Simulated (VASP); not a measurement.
# BaTe (P4/mmm) in VASP: notebook

The runs below take BaTe through single point, with LDA.

Program: VASP 6.6.1. These are calculated values, not measurements. Logs are shortened: lines on timing, memory, paths and dates and some standing lists are left out, and cuts for length are marked.

## (1) The cell of the first run

Symmetry: P4/mmm, No. 123, tetragonal system. The conventional cell has a = 4.156 Å, b = 4.156 Å, c = 4.369 Å, α = 90.00°, β = 90.00°, γ = 90.00°. Ba (site symmetry 4/mmm) has 8 Te at 3.66 Å and 6 Ba at 4.16 to 4.37 Å within 4.8 Å. Te (site symmetry 4/mmm) has 8 Ba at 3.66 Å and 6 Te at 4.16 to 4.37 Å within 4.8 Å.

## (2) Single point, LDA (strain -0.025 along x and y, +0.025 along z)

INCAR

```
SYSTEM = BaTe
PREC = Accurate
ENCUT = 520
EDIFF = 1E-7
ISMEAR = 0
SIGMA = 0.05
LREAL = .FALSE.
LASPH = .TRUE.
NELM = 60
ALGO = Normal
ISIF = 2
LWAVE = .FALSE.
LCHARG = .TRUE.
LELF = .TRUE.
LVHAR = .TRUE.
NBANDS = 15
```

KPOINTS

```
Automatic mesh
0
G
  6 6 6
  0 0 0
```

POSCAR

```
BaTe
1.0
    4.1559043500      0.0000000000      0.0000000000
    0.0000000000      4.1559043500      0.0000000000
    0.0000000000      0.0000000000      4.3690276500
Ba Te
1 1
Direct
    0.0000000000      0.0000000000      0.0000000000
    0.5000000000      0.5000000000      0.5000000000
```

Potentials or basis: VASP PAW LDA potentials, release 64 (Ba_sv, Te).

Run with:

```console
cat potpaw_LDA.64/Ba_sv/POTCAR potpaw_LDA.64/Te/POTCAR > POTCAR
mpirun -np 1 vasp_std > vasp.out
```

OUTCAR:

```text
SYSTEM = BaTe
   PREC = Accurate
   ENCUT = 520
   EDIFF = 1E-7
   ISMEAR = 0
   LREAL = .FALSE.
   LASPH = .TRUE.
   NELM = 60
   ISIF = 2

 ion  position               nearest neighbor table
   1  0.000  0.000  0.000-   2 3.66   2 3.66   2 3.66   2 3.66   2 3.66   2 3.66   2 3.66   2 3.66

   2  0.500  0.500  0.500-   1 3.66   1 3.66   1 3.66   1 3.66   1 3.66   1 3.66   1 3.66   1 3.66

  LATTYP: Found a simple tetragonal cell.
 ALAT       =     4.1559043500
 C/A-ratio  =     1.0512820513

  Lattice vectors:

 A1 = (   4.1559043500,   0.0000000000,   0.0000000000)
 A2 = (   0.0000000000,   4.1559043500,   0.0000000000)
 A3 = (   0.0000000000,   0.0000000000,   4.3690276500)

Analysis of symmetry for initial positions (statically):
=====================================================================
 Subroutine PRICEL returns:
 Original cell was already a primitive cell.

 Routine SETGRP: Setting up the symmetry group for a
 simple tetragonal supercell.

 Subroutine GETGRP returns: Found 16 space group operations
 (whereof 16 operations were pure point group operations)
 out of a pool of 16 trial point group operations.

The static configuration has the point symmetry D_4h.

Analysis of symmetry for dynamics (positions and initial velocities):
=====================================================================
 Subroutine PRICEL returns:
 Original cell was already a primitive cell.

 Routine SETGRP: Setting up the symmetry group for a
 simple tetragonal supercell.

 Subroutine GETGRP returns: Found 16 space group operations
 (whereof 16 operations were pure point group operations)
 out of a pool of 16 trial point group operations.

The dynamic configuration has the point symmetry D_4h.

 Subroutine INISYM returns: Found 16 space group operations
 (whereof 16 operations are pure point group operations),
 and found     1 'primitive' translations

----------------------------------------------------------------------------------------

                                     Primitive cell

  volume of cell :      75.4598

  direct lattice vectors                    reciprocal lattice vectors
     4.155904350  0.000000000  0.000000000     0.240621515  0.000000000  0.000000000
     0.000000000  4.155904350  0.000000000     0.000000000  0.240621515  0.000000000
     0.000000000  0.000000000  4.369027650     0.000000000  0.000000000  0.228883880

  length of vectors
     4.155904350  4.155904350  4.369027650     0.240621515  0.240621515  0.228883880

  position of ions in fractional coordinates (direct lattice)
     0.000000000  0.000000000  0.000000000
     0.500000000  0.500000000  0.500000000

  ion indices of the primitive-cell ions
[... 90 lines left out ...]
   ISMEAR =     0;   SIGMA  =   0.05  broadening in eV -4-tet -1-fermi 0-gaus
   EFERMI_NEDOS =   21; number of points for ismear=-14 and -15
   IALGO  =     38    algorithm
   IMIX   =      4    mixing-type and parameters
     AMIX     =   0.40;   BMIX     =  1.00
     AMIX_MAG =   1.60;   BMIX_MAG =  1.00
  volume/ion in A,a.u.               =      37.73       254.61
  Fermi-wavevector in a.u.,A,eV,Ry     =   0.976209  1.844768 12.966138  0.952984
  Thomas-Fermi vector in A             =   2.106810
   LORBIT       =      0    0 simple, 1 ext, 2 COOP (PROOUT), +10 PAW based schemes
   GGA     = CA    functional components
   LHFCALC =     F    Hartree Fock is set to
   AEXX    =    0.0000 exact exchange contribution
   IVDW    =     0    specifies the selected vdW correction
   LEPSILON=     F    determine dielectric tensor
   LRPA    =     F    only Hartree local field effects (RPA)
 non-spin polarized calculation
 Gauss-broadening in eV      SIGMA  =   0.05
  energy-cutoff  :      520.00
  volume of cell :       75.46
 maximum number of plane-waves:      2060
 NGX is ok and might be reduce to    32
   NGX = 15   NGY = 15   NGZ = 17

 number of electron      16.0000000 magnetization

 Free energy of the ion-electron system (eV)
  ---------------------------------------------------
  ext. energy  EPLUGINS =         0.00000000
  ---------------------------------------------------
  free energy    TOTEN  =        -9.31297145 eV

  energy without entropy =       -9.31297145  energy(sigma->0) =       -9.31297145

 E-fermi :   4.1617     XC(G=0):  -9.1602

 val. band max:        3.9633205800   @ k =   0.5000   0.0000   0.5000
 cond. band min:       4.3589054500   @ k =   0.0000   0.0000   0.0000
 fundamental gap:      0.3955848700
 Fermi energy:         4.1617279882

 k-point     1 :       0.0000    0.0000    0.0000
  band No.  band energies     occupation
      1     -24.1998      2.00000
      2      -9.2703      2.00000
      3      -9.2242      2.00000
      4      -9.2242      2.00000
      5      -6.6827      2.00000
      6       3.1716      2.00000
      7       3.5969      2.00000
      8       3.5969      2.00000
      9       4.3589      0.00000
     10       4.4300      0.00000
     11       6.1339      0.00000
     12       8.2622      0.00000
     13       8.2622      0.00000
     14       8.5934      0.00000
[... 401 lines left out ...]
      2      -9.7562      2.00000
      3      -9.4645      2.00000
      4      -9.1407      2.00000
      5      -6.0567      2.00000
      6       1.2403      2.00000
      7       1.9683      2.00000
      8       3.6835      2.00000
      9       5.0078      0.00000
     10       6.7944      0.00000
     11       7.2272      0.00000
     12       7.2872      0.00000
     13       8.6737      0.00000
     14      10.5497      0.00000
     15      11.1887      0.00000

 [... further k-points ...]

------------------------ aborting loop because EDIFF is reached ----------------------------------------

  FORCE on cell =-STRESS in cart. coord.  units (eV):
  Direction    XX          YY          ZZ          XY          YZ          ZX
  --------------------------------------------------------------------------------------
  -------------------------------------------------------------------------------------
  Total       -0.4238854     -0.4238854     -2.1278885      0.0000000      0.0000000      0.0000000
  in kB       -9.0000137     -9.0000137    -45.1797241      0.0000000      0.0000000      0.0000000
  external PRESSURE =     -21.0599172 kB  Pullay stress =       0.0000000 kB

 VOLUME and BASIS-vectors are now :
 -----------------------------------------------------------------------------
  energy-cutoff  :      520.00
  volume of cell :       75.46
      direct lattice vectors                 reciprocal lattice vectors
     4.155904350  0.000000000  0.000000000     0.240621515  0.000000000  0.000000000
     0.000000000  4.155904350  0.000000000     0.000000000  0.240621515  0.000000000
     0.000000000  0.000000000  4.369027650     0.000000000  0.000000000  0.228883880

 POSITION                                       TOTAL-FORCE (eV/Angst)
 -----------------------------------------------------------------------------------
      0.00000      0.00000      0.00000         0.000000      0.000000      0.000000
      2.07795      2.07795      2.18451         0.000000      0.000000      0.000000
 -----------------------------------------------------------------------------------
    total drift:                                0.000000      0.000000     -0.000000

  FREE ENERGIE OF THE ION-ELECTRON SYSTEM (eV)
  ---------------------------------------------------
  free  energy   TOTEN  =        -9.3129714464 eV

  energy  without entropy=       -9.3129714464  energy(sigma->0) =       -9.31297145
```

OSZICAR:

```text
N       E                     dE             d eps       ncg     rms          rms(c)
DAV:   1     0.784793130467E+02    0.78479E+02   -0.63885E+03  1200   0.906E+02
DAV:   2    -0.484503963664E+01   -0.83324E+02   -0.77408E+02  1594   0.159E+02
DAV:   3    -0.933894325486E+01   -0.44939E+01   -0.44663E+01  1693   0.384E+01
DAV:   4    -0.946098586886E+01   -0.12204E+00   -0.12203E+00  1558   0.619E+00
DAV:   5    -0.946311848487E+01   -0.21326E-02   -0.21326E-02  1706   0.638E-01    0.381E+00
DAV:   6    -0.933437495559E+01    0.12874E+00   -0.96619E-02  1417   0.187E+00    0.239E+00
DAV:   7    -0.931383385410E+01    0.20541E-01   -0.76295E-02  1553   0.157E+00    0.697E-01
DAV:   8    -0.931310410246E+01    0.72975E-03   -0.15400E-02  1263   0.648E-01    0.179E-01
DAV:   9    -0.931312984925E+01   -0.25747E-04   -0.12163E-03  1417   0.214E-01    0.770E-02
DAV:  10    -0.931297600394E+01    0.15385E-03   -0.26709E-04  1368   0.106E-01    0.219E-02
DAV:  11    -0.931297126757E+01    0.47364E-05   -0.55253E-05  1459   0.358E-02    0.155E-02
DAV:  12    -0.931297114521E+01    0.12236E-06   -0.59966E-06  1459   0.130E-02    0.774E-03
DAV:  13    -0.931297149830E+01   -0.35308E-06   -0.39023E-07  1417   0.387E-03    0.104E-02
DAV:  14    -0.931297144644E+01    0.51859E-07   -0.19373E-07  1308   0.253E-03
   1 F= -.93129714E+01 E0= -.93129714E+01  d E =-.608996E-10
```

stdout:

```text
POSCAR found type information on POSCAR BaTe
 POSCAR found :  2 types and       2 ions
 scaLAPACK will be used
 LDA part: xc-table for (Slater(with rela. corr.)+CA(PZ))
 , standard interpolation
 POSCAR, INCAR and KPOINTS ok, starting setup
 FFT: planning ... GRIDC
 FFT: planning ... GRID_SOFT
 FFT: planning ... GRID
 WAVECAR not read
 entering main loop
```

Wall time 21 s (1 thread of Intel Xeon Platinum 8488C (Sapphire Rapids), shared host); peak memory 0.18 GiB.

What came out:

- Free energy: -9.3130 eV
- Pressure: -2.1 GPa
- Band gap on the k mesh: 0.40 eV, indirect (least direct gap 0.60 eV)

Stress tensor (GPa, compression positive):
```
-0.90  0.00  0.00
 0.00 -0.90  0.00
 0.00  0.00 -4.52
```

Levels at points of the mesh, in eV from the valence-band top:
```csv
k point,band 5,band 6,band 7,band 8,band 9,band 10,band 11,band 12
"(0.00, 0.00, 0.00)",-10.65,-0.79,-0.37,-0.37,0.40,0.47,2.17,4.30
"(0.50, 0.00, 0.00)",-9.81,-3.65,-1.38,-0.84,1.29,4.46,4.76,4.95
"(0.50, 0.50, 0.00)",-9.99,-2.22,-2.22,-0.38,0.82,1.95,2.42,2.42
"(0.00, 0.00, 0.50)",-9.86,-3.67,-0.93,-0.93,1.12,4.37,4.72,4.82
"(0.50, 0.00, 0.50)",-10.10,-2.30,-2.14,0.00,0.60,2.48,2.74,2.97
"(0.50, 0.50, 0.50)",-9.66,-3.16,-3.16,-3.14,4.45,4.67,4.67,6.06
```

Caveat: the cell differs from its parent crystal (strain -0.025 along x and y, +0.025 along z); spin-orbit coupling is left out, which moves the levels of the heavy elements.

## (3) Single point, LDA (strain +0.000 along x and y, +0.025 along z)

INCAR

```
ALGO = Normal
EDIFF = 1E-7
ENCUT = 520
ISIF = 2
ISMEAR = 0
LASPH = T
LCHARG = F
LREAL = F
LWAVE = F
NBANDS = 15
NELM = 100
PREC = Accurate
SIGMA = 0.05
```

KPOINTS

```
k-points
0
Gamma
  6 6 6
```

POSCAR

```
BaTe
1.0
    4.2624660000      0.0000000000      0.0000000000
    0.0000000000      4.2624660000      0.0000000000
    0.0000000000      0.0000000000      4.3690276500
Ba Te
1 1
Direct
    0.0000000000      0.0000000000      0.0000000000
    0.5000000000      0.5000000000      0.5000000000
```

Potentials or basis: VASP PAW LDA potentials, release 64 (Ba_sv, Te).

Run with:

```console
cat potpaw_LDA.64/Ba_sv/POTCAR potpaw_LDA.64/Te/POTCAR > POTCAR
mpirun -np 1 vasp_std > vasp.out
```

Wall time 15 s (1 thread of Intel Xeon Platinum 8488C (Sapphire Rapids), shared host); peak memory 0.18 GiB.

It converged, with:

| Quantity | Value |
| --- | --- |
| Free energy | -9.2657 eV |
| Pressure | -3.5 GPa |
| Band gap on the k mesh | 0.63 eV, indirect (least direct gap 0.76 eV) |

Stress tensor (GPa, compression positive):
```
-2.88  0.00  0.00
 0.00 -2.88  0.00
 0.00  0.00 -4.59
```

Levels at points of the mesh, in eV from the valence-band top:
| k point | band 6 | band 7 | band 8 | band 9 | band 10 | band 11 |
| --- | --- | --- | --- | --- | --- | --- |
| (0.00, 0.00, 0.00) | -0.57 | -0.37 | -0.37 | 0.63 | 0.66 | 1.96 |
| (0.50, 0.00, 0.00) | -3.39 | -1.06 | -0.81 | 1.42 | 4.56 | 4.72 |
| (0.50, 0.50, 0.00) | -2.06 | -2.06 | -0.18 | 0.87 | 2.16 | 2.65 |
| (0.00, 0.00, 0.50) | -3.41 | -0.85 | -0.85 | 1.34 | 4.48 | 4.64 |
| (0.50, 0.00, 0.50) | -2.10 | -2.03 | 0.00 | 0.76 | 2.41 | 2.80 |
| (0.50, 0.50, 0.50) | -2.88 | -2.88 | -2.87 | 4.44 | 4.53 | 4.53 |

Caveat: the cell differs from its parent crystal (strain +0.000 along x and y, +0.025 along z); spin-orbit coupling is left out, which moves the levels of the heavy elements.

## (4) Single point, LDA (strain +0.025 along x and y, -0.025 along z)

INCAR

```
SYSTEM = BaTe
PREC = Accurate ; ENCUT = 520
EDIFF = 1E-6 ; ISMEAR = 0
SIGMA = 0.05 ; LREAL = .False.
LASPH = .True. ; NELM = 80
ALGO = Normal ; ISIF = 2
LWAVE = .False. ; LCHARG = .False.
NBANDS = 15
```

KPOINTS

```
regular mesh
0
Gamma
  6 6 6
  0 0 0
```

POSCAR

```
BaTe
1.0
    4.3690276500      0.0000000000      0.0000000000
    0.0000000000      4.3690276500      0.0000000000
    0.0000000000      0.0000000000      4.1559043500
Ba Te
1 1
Direct
    0.0000000000      0.0000000000      0.0000000000
    0.5000000000      0.5000000000      0.5000000000
```

Potentials or basis: VASP PAW LDA potentials, release 64 (Ba_sv, Te).

Run with:

```console
cat potpaw_LDA.64/Ba_sv/POTCAR potpaw_LDA.64/Te/POTCAR > POTCAR
mpirun -np 1 vasp_std > vasp.out
```

OUTCAR:

```text
SYSTEM = BaTe
   PREC = Accurate
   ENCUT = 520
   EDIFF = 1E-6
   ISMEAR = 0
   LREAL = .False.
   LASPH = .True.
   NELM = 80
   ISIF = 2

 ion  position               nearest neighbor table
   1  0.000  0.000  0.000-   2 3.72   2 3.72   2 3.72   2 3.72   2 3.72   2 3.72   2 3.72   2 3.72

   2  0.500  0.500  0.500-   1 3.72   1 3.72   1 3.72   1 3.72   1 3.72   1 3.72   1 3.72   1 3.72

  LATTYP: Found a simple tetragonal cell.
 ALAT       =     4.3690276500
 C/A-ratio  =     0.9512195122

  Lattice vectors:

 A1 = (   4.3690276500,   0.0000000000,   0.0000000000)
 A2 = (   0.0000000000,   4.3690276500,   0.0000000000)
 A3 = (   0.0000000000,   0.0000000000,   4.1559043500)

Analysis of symmetry for initial positions (statically):
=====================================================================
 Subroutine PRICEL returns:
 Original cell was already a primitive cell.

 Routine SETGRP: Setting up the symmetry group for a
 simple tetragonal supercell.

 Subroutine GETGRP returns: Found 16 space group operations
 (whereof 16 operations were pure point group operations)
 out of a pool of 16 trial point group operations.

The static configuration has the point symmetry D_4h.

Analysis of symmetry for dynamics (positions and initial velocities):
=====================================================================
 Subroutine PRICEL returns:
 Original cell was already a primitive cell.

 Routine SETGRP: Setting up the symmetry group for a
 simple tetragonal supercell.

 Subroutine GETGRP returns: Found 16 space group operations
 (whereof 16 operations were pure point group operations)
 out of a pool of 16 trial point group operations.

The dynamic configuration has the point symmetry D_4h.

 Subroutine INISYM returns: Found 16 space group operations
 (whereof 16 operations are pure point group operations),
 and found     1 'primitive' translations

----------------------------------------------------------------------------------------

                                     Primitive cell

[... 121 lines left out ...]
 non-spin polarized calculation
 Gauss-broadening in eV      SIGMA  =   0.05
  energy-cutoff  :      520.00
  volume of cell :       79.33
 maximum number of plane-waves:      2184
   NGX = 17   NGY = 17   NGZ = 15

 number of electron      16.0000000 magnetization

 Free energy of the ion-electron system (eV)
  ---------------------------------------------------
  ext. energy  EPLUGINS =         0.00000000
  ---------------------------------------------------
  free energy    TOTEN  =        -9.24497087 eV

  energy without entropy =       -9.24497087  energy(sigma->0) =       -9.24497087

 E-fermi :   3.9096     XC(G=0):  -8.9581

 val. band max:        3.6997149812   @ k =   0.5000   0.5000   0.0000
 cond. band min:       4.1184226789   @ k =   0.0000   0.0000   0.0000
 fundamental gap:      0.4187076977
 Fermi energy:         3.9096006249

 k-point     1 :       0.0000    0.0000    0.0000
  band No.  band energies     occupation
      1     -24.6585      2.00000
      2      -9.7166      2.00000
      3      -9.7166      2.00000
      4      -9.6749      2.00000
      5      -6.9065      2.00000
      6       2.9283      2.00000
      7       2.9283      2.00000
      8       3.3628      2.00000
      9       4.1184      0.00000
     10       4.1306      0.00000
     11       5.4860      0.00000
     12       7.6477      0.00000
     13       7.9873      0.00000
     14       7.9873      0.00000
[... 401 lines left out ...]
      2     -10.0360      2.00000
      3     -10.0174      2.00000
      4      -9.6366      2.00000
      5      -6.3082      2.00000
      6       1.0747      2.00000
      7       1.6570      2.00000
      8       3.0181      2.00000
      9       4.8908      0.00000
     10       6.0223      0.00000
     11       6.3837      0.00000
     12       6.8989      0.00000
     13       8.2448      0.00000
     14       9.5283      0.00000
     15      10.5531      0.00000

 [... further k-points ...]

------------------------ aborting loop because EDIFF is reached ----------------------------------------

  FORCE on cell =-STRESS in cart. coord.  units (eV):
  Direction    XX          YY          ZZ          XY          YZ          ZX
  --------------------------------------------------------------------------------------
  -------------------------------------------------------------------------------------
  Total       -2.2720178     -2.2720178     -0.5373258      0.0000000      0.0000000     -0.0000000
  in kB      -45.8867382    -45.8867382    -10.8520835      0.0000000      0.0000000     -0.0000000
  external PRESSURE =     -34.2085200 kB  Pullay stress =       0.0000000 kB

 VOLUME and BASIS-vectors are now :
 -----------------------------------------------------------------------------
  energy-cutoff  :      520.00
  volume of cell :       79.33
      direct lattice vectors                 reciprocal lattice vectors
     4.369027650  0.000000000  0.000000000     0.228883880  0.000000000  0.000000000
     0.000000000  4.369027650  0.000000000     0.000000000  0.228883880  0.000000000
     0.000000000  0.000000000  4.155904350     0.000000000  0.000000000  0.240621515

 POSITION                                       TOTAL-FORCE (eV/Angst)
 -----------------------------------------------------------------------------------
      0.00000      0.00000      0.00000         0.000000      0.000000      0.000000
      2.18451      2.18451      2.07795         0.000000      0.000000      0.000000
 -----------------------------------------------------------------------------------
    total drift:                                0.000000     -0.000000     -0.000000

  FREE ENERGIE OF THE ION-ELECTRON SYSTEM (eV)
  ---------------------------------------------------
  free  energy   TOTEN  =        -9.2449708749 eV

  energy  without entropy=       -9.2449708749  energy(sigma->0) =       -9.24497087
```

stdout:

```text
POSCAR found type information on POSCAR BaTe
 POSCAR found :  2 types and       2 ions
 scaLAPACK will be used
 LDA part: xc-table for (Slater(with rela. corr.)+CA(PZ))
 , standard interpolation
 POSCAR, INCAR and KPOINTS ok, starting setup
 FFT: planning ... GRIDC
 FFT: planning ... GRID_SOFT
 FFT: planning ... GRID
 WAVECAR not read
 entering main loop
```

Wall time 13 s (1 thread of Intel Xeon Platinum 8488C (Sapphire Rapids), shared host); peak memory 0.18 GiB.

What came out:

| Item | Value |
| --- | --- |
| Free energy | -9.2450 eV |
| Pressure | -3.4 GPa |
| Band gap on the k mesh | 0.42 eV, indirect (least direct gap 0.44 eV) |

Caveat: the cell differs from its parent crystal (strain +0.025 along x and y, -0.025 along z); spin-orbit coupling is left out, which moves the levels of the heavy elements. A k mesh can miss the band edges.

(Part 1 of 2 ends here.)
